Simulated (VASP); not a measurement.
Ti3Al:

```
CELL_PARAMETERS angstrom
2.90789 0.00000 0.00000
-1.45395 2.51831 0.00000
0.00000 0.00000 9.16444
ATOMIC_POSITIONS crystal
Ti 0.33333 0.66667 0.24941
Ti 0.33333 0.66667 0.75059
Ti 0.66667 0.33333 0.00000
Al 0.66667 0.33333 0.50000
```

Base run:

- Program: VASP 6.6.1
- Functional: r2SCAN
- Potentials or basis: VASP PAW PBE potentials, release 64 (Ti_sv, Al)
- Cutoff: 520 eV
- k mesh: 10 × 10 × 3
- Occupations: fermi-dirac, width 0.05 eV
- Spin: no spin polarisation

Its results: pressure 1.8 GPa; largest force 0.022 eV/Å.

Task: The run is repeated on the same cell with these changes: functional from r2SCAN to PBEsol. What comes out?

Result: Pressure -1.4 GPa; largest force 0.081 eV/Å.

Caveats: the PAW data sets were made with another functional, which shifts forces and pressure a little.
